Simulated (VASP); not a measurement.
# ZnS: electric field gradients with PBE

The system is ZnS.

```
CELL_PARAMETERS angstrom
-0.05409 2.67760 2.67760
2.67760 -0.05409 2.67760
2.67760 2.67760 -0.05409
ATOMIC_POSITIONS crystal
Zn 0.00000 0.00000 0.00000
S 0.75000 0.75000 0.75000
```

This cell differs from its parent crystal: equal xy, yz and zx shear strains of -2 %.

* Program: VASP 6.6.1
* Task: electric field gradients
* Functional: PBE
* Potentials or basis: VASP PAW PBE potentials, release 64 (Zn, S)
* Cutoff: 520 eV
* k mesh: 8 × 8 × 8
* Occupations: fermi-dirac, width 0.01 eV
* Spin: no spin polarisation
* Dipole correction: no
* Further INCAR settings: ALGO = Normal; EDIFF = 1e-08; NBANDS = 16

```yaml
Pressure: 1.7 GPa
Largest_force: 0.223 eV/Å
Band_gap_on_the_k_mesh: 2.03 eV
Largest_electric_field_gradient_by_atom: Zn -12.8; S -6.1 V/Å²
```

Forces on the atoms (eV/Å):
```
Zn   0.129  0.129  0.129
S   -0.129 -0.129 -0.129
```

Stress tensor (GPa, compression positive):
```
1.68 1.45 1.45
1.45 1.68 1.45
1.45 1.45 1.68
```

Levels at points of the mesh, in eV from the valence-band top:
```csv
k point,band 6,band 7,band 8,band 9,band 10,band 11,band 12,band 13
"(0.00, 0.00, 0.00)",-5.90,-0.10,-0.10,0.00,2.03,6.20,6.20,6.64
"(0.50, 0.00, 0.00)",-5.71,-5.32,-0.89,-0.87,3.30,6.77,7.06,8.77
"(0.50, 0.50, 0.00)",-5.68,-4.61,-2.37,-2.17,3.33,4.04,10.83,11.85
"(0.50, 0.50, 0.50)",-5.68,-5.35,-1.04,-1.04,3.06,6.73,6.73,8.89
```

Electric field gradients, principal values (V/Å²):
```
atom  least  middle  greatest (by size)
1 Zn  6.395   6.395             -12.789
 2 S  3.072   3.072              -6.145
```

It took 59 s on 1 thread of Intel Xeon 8259CL, on a shared host, peak memory 0.18 GiB.

Caveat: the cell differs from its parent crystal (equal xy, yz and zx shear strains of -2 %); without QUAD_EFG the Cq values of the log hold for a quadrupole moment of 1 mb, not for the nuclei.
